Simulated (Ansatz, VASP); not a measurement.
## Al in VASP and in Ansatz

```
Al
1.0
     2.84970    0.00000    0.00000
    -1.42485    2.46791    0.00000
     0.00000    0.00000    4.86090
Al
2
Cartesian
  1.4248 0.8226 3.6457
  0.0000 1.6453 1.2152
```

Alike in both runs: task single point; functional PBEsol; k mesh 18 × 18 × 10; occupations gaussian, width 0.15 eV; no spin polarisation.

```csv
,VASP,Ansatz
version,VASP 6.6.1,Ansatz 0.2.0
potentials or method,"VASP PAW PBE potentials, release 64 (Al), cutoff 520 eV","scalar-relativistic, plane waves, PAW"
valence electrons in the cell,6,6
```

Ansatz gave:

| Item | Value |
| --- | --- |
| gap on the k mesh at the Fermi level (eV) | none |
| pressure (GPa) | -3.2 |
| traceless stress, the component that is largest in VASP (GPa) | -0.43 |

Question: What did VASP give for the same quantities?

Answer: gap on the k mesh at the Fermi level (eV): none; pressure (GPa): -3.2; traceless stress, the component that is largest in VASP (GPa): -0.44.

VASP's potentials were made for PBE, not for PBEsol, and Ansatz warns of the same on its side. A gap of «none» marks a metal or a gap that the smearing closes.
